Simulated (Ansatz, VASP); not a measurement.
Two plane-wave programs on TePb

The input POSCAR:

```
TePb
1.0
    0.0000000000      3.3883500000      3.0656500000
    3.3883500000      0.0000000000      3.0656500000
    3.3883500000      3.3883500000      0.0000000000
Te Pb
1 1
Direct
    0.5000000000      0.5000000000      0.5000000000
    0.0000000000      0.0000000000      0.0000000000
```

INCAR.step1

```
SYSTEM = TePb
PREC     = Accurate       ! precision mode
ENCUT    = 520            ! plane-wave cutoff, eV
ISMEAR   = 0              ! smearing method
SIGMA    = 0.05           ! smearing width, eV
LREAL    = .FALSE.        ! projectors in reciprocal space
LASPH    = .TRUE.         ! aspherical terms in the spheres
NELM     = 80             ! most SCF steps
NBANDS   = 17             ! bands
GGA      = PE             ! functional
ALGO     = Normal         ! electronic algorithm
EDIFF    = 1E-4           ! SCF threshold, eV
LWAVE    = .TRUE.         ! write WAVECAR
LCHARG   = .FALSE.        ! write CHGCAR
```

File INCAR.step2:

```
SYSTEM = TePb
PREC     = Accurate       ! precision mode
ENCUT    = 520            ! plane-wave cutoff, eV
EDIFF    = 1E-7           ! SCF threshold, eV
ISMEAR   = 0              ! smearing method
SIGMA    = 0.05           ! smearing width, eV
LREAL    = .FALSE.        ! projectors in reciprocal space
LASPH    = .TRUE.         ! aspherical terms in the spheres
NELM     = 80             ! most SCF steps
ALGO     = Normal         ! electronic algorithm
ISIF     = 2              ! what is computed and relaxed
LWAVE    = .FALSE.        ! write WAVECAR
LCHARG   = .TRUE.         ! write CHGCAR
METAGGA  = R2SCAN         ! meta-GGA
LMIXTAU  = .TRUE.       
LELF     = .TRUE.         ! ELF
LVHAR    = .TRUE.       
NBANDS   = 17             ! bands
ISTART   = 1
```

KPOINTS

```
regular mesh
0
G
  8 8 8
  0 0 0
```

Input for Ansatz:

```yaml
crystal:
  lattice:
    - [0.0, 3.38835, 3.06565]
    - [3.38835, 0.0, 3.06565]
    - [3.38835, 3.38835, 0.0]
  atoms:
    - { symbol: Te, position: [0.5, 0.5, 0.5] }
    - { symbol: Pb, position: [0.0, 0.0, 0.0] }
basis:
  ecutwfc: 500
kpoints:
  mp_grid: { grid: [8, 8, 8] }
hamiltonian:
  xc: r2scan
scf:
  occupations: { method: gaussian, width: 0.05 }
output:
  forces: true
  stress: true
  eigenvalues: true
```

Change from the starting cell: strain +0.050 along x and y, -0.050 along z, atoms carried along.

Alike in both runs: task single point; functional r2SCAN; k mesh 8 × 8 × 8; occupations gaussian, width 0.05 eV; no spin polarisation.

|  | VASP | Ansatz |
| --- | --- | --- |
| version | VASP 6.6.1 | Ansatz 0.2.0 |
| potentials or method | VASP PAW PBE potentials, release 64 (Te, Pb_d), cutoff 520 eV | scalar-relativistic, plane waves, PAW |
| valence electrons in the cell | 20 | 30 |

|  | VASP | Ansatz | Ansatz less VASP |
| --- | --- | --- | --- |
| gap on the k mesh at the Fermi level (eV) | 0.63 | 0.63 | -0.001 |
| least direct gap on the mesh (eV) | 0.63 | 0.63 | -0.001 |
| pressure (GPa) | 1.0 | 1.0 | +0.01 |
| traceless stress, the component that is largest in VASP (GPa) | 8.45 | 8.43 | -0.017 |

VASP's potentials were made for PBE, not for r2SCAN. With one functional, cell and mesh, what is left measures potentials, basis and numerics. VASP's potentials hold 20 valence electrons a cell and Ansatz's 30, so a difference there can come from the potentials and not from the codes.

Spin-orbit coupling is off throughout.
